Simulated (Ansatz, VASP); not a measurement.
# Rb in VASP and in Ansatz

File INCAR:

```
SYSTEM = Rb
PREC = Accurate ; ENCUT = 520
EDIFF = 1E-6 ; ISMEAR = -1
SIGMA = 0.05 ; LREAL = .False.
LASPH = .True. ; NELM = 80
ALGO = Normal ; ISIF = 2
LWAVE = .False. ; LCHARG = .False.
GGA = PS ; NBANDS = 10
```

The input KPOINTS:

```
Automatic mesh
0
Gamma
  8 8 8
  0 0 0
```

The input POSCAR:

```
Rb
1.0
   -2.8153223276      2.8153223276      2.8153223276
    2.8153223276     -2.8153223276      2.8153223276
    2.8153223276      2.8153223276     -2.8153223276
Rb
1
Direct
    0.0000000000      0.0000000000      0.0000000000
```

Input for Ansatz:

```yaml
crystal:
  lattice:
    - [-2.8153223276, 2.8153223276, 2.8153223276]
    - [2.8153223276, -2.8153223276, 2.8153223276]
    - [2.8153223276, 2.8153223276, -2.8153223276]
  atoms:
    - { symbol: Rb, position: [0.0, 0.0, 0.0] }
kpoints:
  mp_grid: { grid: [8, 8, 8] }
  band_path:
    path:
      - [0.0, 0.0, 0.0]
      - [0.5, -0.5, 0.5]
      - [0.0, 0.0, 0.5]
      - [0.0, 0.0, 0.0]
      - [0.25, 0.25, 0.25]
      - [0.5, -0.5, 0.5]
      - [0.25, 0.25, 0.25]
      - [0.0, 0.0, 0.5]
    npoints: 5
scf:
  occupations: { method: fermi_dirac, width: 0.05 }
hamiltonian:
  xc: pbesol
  pseudopotentials: { kind: all_electron, lapw: { basis_error: 0.001 } }
output:
  forces: true
  stress: true
  eigenvalues: true
```

Change from the starting cell: volume scaled by 1.01.

Alike in both runs: task single point; functional PBEsol; k mesh 8 × 8 × 8; occupations fermi-dirac, width 0.05 eV; no spin polarisation.

|  | VASP | Ansatz |
| --- | --- | --- |
| version | VASP 6.6.1 | Ansatz 0.2.0 |
| potentials or method | VASP PAW PBE potentials, release 64 (Rb_sv), cutoff 520 eV | all-electron LAPW, scalar-relativistic |

|  | VASP | Ansatz | Ansatz less VASP |
| --- | --- | --- | --- |
| pressure (GPa) | -0.1 | -0.1 | 0.00 |

VASP's potentials were made for PBE, not for PBEsol. Ansatz ran all-electron here, and VASP with PAW potentials.
